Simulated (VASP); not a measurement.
Wanted: the native input for a VASP 6.6.1 run.

| Property | Result |
| --- | --- |
| Task | single point |
| Functional | PBE |
| Potentials or basis | VASP PAW PBE potentials, release 64 (Sc_sv, Nb_sv, O) |
| Cutoff | 520 eV |
| k mesh | 12 × 12 × 6 |
| Occupations | gaussian, width 0.1 eV |
| Spin | no spin polarisation |
| Dipole correction | no |
| Further INCAR settings | ALGO = Normal; EDIFF = 1e-07; NBANDS = 38 |

The structure of Sc3NbO2 lies in POSCAR:

```
Sc3NbO2
1.0
    5.4833204130      0.0000000000      0.0000000000
   -2.7416602065      4.7486947748      0.0000000000
    0.0000000000      0.0000000000      7.7171612378
Sc Nb O
3 1 2
Direct
    0.3333333333      0.6666666667      0.0000000000
    0.6666666667      0.3333333333      0.0000000000
    0.0000000000      0.0000000000      0.0000000000
    0.0000000000      0.0000000000      0.5000000000
    0.0000000000      0.0000000000      0.2557784745
    0.0000000000      0.0000000000      0.7442215255
```

One way to write it, as run:

INCAR

```
PREC     = Accurate       # precision mode
ENCUT    = 520            # plane-wave cutoff, eV
EDIFF    = 1E-7           # SCF threshold, eV
ISMEAR   = 0              # smearing method
SIGMA    = 0.1            # smearing width, eV
LREAL    = F              # projectors in reciprocal space
LASPH    = T              # aspherical terms in the spheres
NELM     = 100            # most SCF steps
ALGO     = Normal         # electronic algorithm
ISIF     = 2              # what is computed and relaxed
LWAVE    = F              # write WAVECAR
LCHARG   = T              # write CHGCAR
GGA      = PE             # functional
LELF     = T              # ELF
LVHAR    = T            
NBANDS   = 38             # bands
```

KPOINTS

```
regular mesh
0
Gamma
  12 12 6
```

Potentials or basis: VASP PAW PBE potentials, release 64 (Sc_sv, Nb_sv, O).

Run with:

```bash
$ cat potpaw_PBE.64/Sc_sv/POTCAR potpaw_PBE.64/Nb_sv/POTCAR potpaw_PBE.64/O/POTCAR > POTCAR
$ mpirun -np 1 vasp_std > vasp.out
```

Results of the run:

| Quantity | Value |
| --- | --- |
| Pressure | 0.1 GPa |
| Largest force | 0.112 eV/Å |
| Band gap on the k mesh | zero (band 29 reaches 1.70 eV, above the bottom of band 30 at 1.40 eV) |

Wall time 11 min on 1 thread of Intel(R) Xeon(R) Platinum 8375C CPU @ 2.90GHz (Ice Lake) (shared host), peak memory 0.68 GiB.
